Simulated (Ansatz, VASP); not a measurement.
**One calculation of Ca2AlO, two programs**

Contents of INCAR:

```
  PREC = Accurate
  ENCUT = 520
  EDIFF = 1E-7
  ISMEAR = 0
  SIGMA = 0.1
  LREAL = False
  LASPH = True
  NELM = 150
  ALGO = Normal
  ISIF = 2
  LWAVE = False
  LCHARG = False
  ISPIN = 2
  MAGMOM = 0 0 0 1
  LORBIT = 11
  GGA = PE
  NBANDS = 26
```

Contents of KPOINTS:

```
regular mesh
0
Gamma
  4 4 6
```

File POSCAR:

```
Ca2AlO
1.0
    5.4280270476      0.0000000000      0.0000000000
    0.0000000000      5.4280270476      0.0000000000
    0.0000000000      0.0000000000      3.6347923883
Ca Al O
2 1 1
Direct
    0.0000000000      0.5000000000      0.0000000000
    0.5000000000      0.0000000000      0.0000000000
    0.5000000000      0.5000000000      0.0000000000
    0.0000000000      0.0000000000      0.0000000000
```

Input for Ansatz:

```yaml
crystal:
  lattice:
    - [5.4280270476, 0.0, 0.0]
    - [0.0, 5.4280270476, 0.0]
    - [0.0, 0.0, 3.6347923883]
  atoms:
    - { symbol: Ca, position: [0.0, 0.5, 0.0] }
    - { symbol: Ca, position: [0.5, 0.0, 0.0] }
    - { symbol: Al, position: [0.5, 0.5, 0.0] }
    - { symbol: O, position: [0.0, 0.0, 0.0], spin: 1.0 }
basis:
  ecutwfc: 420
kpoints:
  mp_grid: { grid: [4, 4, 6] }
hamiltonian:
  xc: pbe
scf:
  occupations: { method: gaussian, width: 0.1 }
  lower_state_search: "off"
output:
  forces: true
  stress: true
  eigenvalues: true
  populations: true
magnetization:
  spin_polarized: true
```

Alike in both runs: task single point; functional PBE; k mesh 4 × 4 × 6; occupations gaussian, width 0.1 eV; collinear spin.

|  | VASP | Ansatz |
| --- | --- | --- |
| version | VASP 6.6.1 | Ansatz 0.2.0 |
| potentials or method | VASP PAW PBE potentials, release 64 (Ca_sv, Al, O), cutoff 520 eV | scalar-relativistic, plane waves, PAW |
| valence electrons in the cell | 29 | 29 |

Ansatz gave:

| Quantity | Value |
| --- | --- |
| gap on the k mesh at the Fermi level (eV) | none |
| pressure (GPa) | 0.0 |
| traceless stress, the component that is largest in VASP (GPa) | -0.03 |
| net moment per atom (μB) | 0.00 |

**Question.** Which values does VASP return?

**Answer.** gap on the k mesh at the Fermi level (eV): none; pressure (GPa): 0.1; traceless stress, the component that is largest in VASP (GPa): -0.11; net moment per atom (μB): 0.00.

A gap of «none» marks a metal or a gap that the smearing closes. Ansatz's warnings: seeded moment not kept.
